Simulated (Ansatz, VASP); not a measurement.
## One calculation of Ca, two programs

```
CELL_PARAMETERS angstrom
-2.20520 2.20520 2.19611
2.20520 -2.20520 2.19611
2.20520 2.20520 -2.19611
ATOMIC_POSITIONS crystal
Ca 0.50000 0.50000 0.00000
```

Alike in both runs: task single point; functional PBE; k mesh 12 × 12 × 12; occupations gaussian, width 0.05 eV; no spin polarisation.

|  | VASP | Ansatz |
| --- | --- | --- |
| version | VASP 6.6.1 | Ansatz 0.2.0 |
| potentials or method | VASP PAW PBE potentials, release 64 (Ca_sv), cutoff 520 eV | scalar-relativistic, plane waves, PAW |
| valence electrons in the cell | 10 | 10 |

```tsv
	VASP	Ansatz	Ansatz less VASP
gap on the k mesh at the Fermi level (eV)	none	none	-
pressure (GPa)	-0.2	-0.2	-0.02
```

A gap of «none» marks a metal or a gap that the smearing closes. The functional is the same, so the differences come from potentials, cutoffs and numerics.
